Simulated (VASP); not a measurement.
Crystal: Ga3Cl.

```
Ga Cl
1.0
     4.23476    0.00000    0.00000
     0.00000    4.23476    0.00000
     0.00000    0.00000    4.19123
Ga Cl
3 1
Cartesian
  0.0000 2.1174 2.0956
  2.1174 0.0000 2.0956
  2.1174 2.1174 0.0000
  0.0000 0.0000 0.0000
```

```yaml
Program: VASP 6.6.1
Task: relaxation of cell and atoms
Functional: PBE
Potentials_or_basis: VASP PAW PBE potentials, release 64 (Ga_d, Cl)
Cutoff: 600 eV
k_mesh: 4 × 4 × 4
Occupations: gaussian, width 0.1 eV
Spin: no spin polarisation
```

At the start: pressure 7.6 GPa; volume 18.79 Å³/atom.

How do energy, volume and symmetry change on relaxing?

Over 13 steps the energy falls by 251.0 meV/atom and the volume is 21.06 Å³/atom (+12.1 %); space group P4/mmm (No. 123, to 0.05 Å).

The path:
```tsv
step	energy change (eV)	largest force (eV/Å)	pressure (GPa)	volume (Å³)
1	0.0000	0.0000	7.62	75.16
2	-0.3180	0.0000	2.32	85.30
3	-0.3743	0.0000	-0.34	92.57
4	-0.4493	0.0000	-0.89	93.08
5	-0.5781	0.0000	-1.43	93.72
6	-0.7931	0.0000	-2.21	94.43
7	-0.8647	0.0000	-2.81	93.38
8	-0.8999	0.0000	-2.79	94.34
9	-0.9501	0.0000	-2.40	91.31
10	-0.9767	0.0000	-1.48	87.93
11	-0.9775	0.0000	-1.22	87.17
12	-0.9937	0.0000	-0.80	85.96
13	-1.0041	0.0000	0.01	84.23
```

Final structure:
```
Ga Cl
1.0
     5.01208    0.00000    0.00000
     0.00000    5.01208    0.00000
     0.00000    0.00000    3.35315
Ga Cl
3 1
Direct
  0.00000 0.50000 0.50000
  0.50000 0.00000 0.50000
  0.50000 0.50000 0.00000
  0.00000 0.00000 0.00000
```

Caveat: the k points lie up to 0.47 Å⁻¹ apart in the final cell.
